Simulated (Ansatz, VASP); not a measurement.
Rb3Sn: VASP beside Ansatz

```
CELL_PARAMETERS angstrom
0.00000 4.56348 4.56348
4.56348 0.00000 4.56348
4.56348 4.56348 0.00000
ATOMIC_POSITIONS crystal
Sn 0.00000 0.00000 0.00000
Rb 0.50000 0.50000 0.50000
Rb 0.75000 0.75000 0.75000
Rb 0.25000 0.25000 0.25000
```

Alike in both runs: task single point; functional PBE; k mesh 5 × 5 × 5; occupations fermi-dirac, width 0.05 eV; no spin polarisation.

|  | VASP | Ansatz |
| --- | --- | --- |
| version | VASP 6.6.1 | Ansatz 0.2.0 |
| potentials or method | VASP PAW PBE potentials, release 64 (Sn_d, Rb_sv) | Ansatz PAW |
| plane-wave cutoff (eV) | 520 | 420 |
| valence electrons in the cell | 41 | 41 |

```csv
,VASP,Ansatz,Ansatz less VASP
gap on the k mesh at the Fermi level (eV),none,none,-
pressure (GPa),0.5,0.5,0.00
```

A gap of «none» marks a metal or a gap that the smearing closes.
